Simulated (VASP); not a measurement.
Al2Cu, 3 atoms in the cell. It takes space group P4/mmm (No. 123, tetragonal). Conventional cell: a = 4.105 Å, b = 4.105 Å, c = 2.891 Å, α = 90.00°, β = 90.00°, γ = 90.00°. Within 3.3 Å of Al (site symmetry mmm) lie 4 Cu at 2.51 Å and 6 Al at 2.89 to 2.90 Å. Within 3.3 Å of Cu (site symmetry 4/mmm) lie 8 Al at 2.51 Å and 2 Cu at 2.89 Å. 

* Program: VASP 6.6.1
* Task: single point
* Functional: PBEsol
* Potentials or basis: VASP PAW PBE potentials, release 64 (Al, Cu)
* Cutoff: 520 eV
* k mesh: 10 × 10 × 14
* Occupations: fermi-dirac, width 0.05 eV
* Spin: no spin polarisation
* Dipole correction: no
* Further INCAR settings: ALGO = Fast; EDIFF = 1e-07; NBANDS = 16

Potentials or basis: VASP PAW PBE potentials, release 64 (Al, Cu).

The run is started by

```sh
$ cat potpaw_PBE.64/Al/POTCAR potpaw_PBE.64/Cu/POTCAR > POTCAR
$ mpirun -np 1 vasp_std > vasp.out
```

Hardware: 1 thread of Intel Xeon 6975P-C (shared host).

Problem. How long does it take, and how much memory?

Solution. It took 96 s on 1 thread of Intel Xeon 6975P-C (shared host), peak memory 0.25 GiB. Counts: scf iterations 19, k points 168.
